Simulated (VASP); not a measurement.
A run of VASP 6.6.1 is set up as follows.

The input INCAR:

```
ALGO = Fast
EDIFF = 1E-7
ENCUT = 520
GGA = PE
ISIF = 2
ISMEAR = 0
LASPH = T
LCHARG = F
LREAL = F
LWAVE = F
NBANDS = 11
NELM = 80
PREC = Accurate
SIGMA = 0.05
```

The input KPOINTS:

```
k-points
0
Gamma
  18 18 18
```

POSCAR

```
Pt
1.0
    0.0000000000      1.9852144750      1.9852144750
    1.9852144750      0.0000000000      1.9852144750
    1.9852144750      1.9852144750      0.0000000000
Pt
1
Direct
    0.0000000000      0.0000000000      0.0000000000
```

Potentials or basis: VASP PAW PBE potentials, release 64 (Pt).

Run with:

```bash
$ cat potpaw_PBE.64/Pt/POTCAR > POTCAR
$ mpirun -np 1 vasp_std > vasp.out
```

Task: Estimate the pressure.

Result: -0.6 GPa.

Task: Predict the band gap on the k mesh.

Result: Zero (band 5 reaches 11.03 eV, above the bottom of band 6 at 8.93 eV).

Caveat: spin-orbit coupling is left out, which moves the levels of the heavy elements.
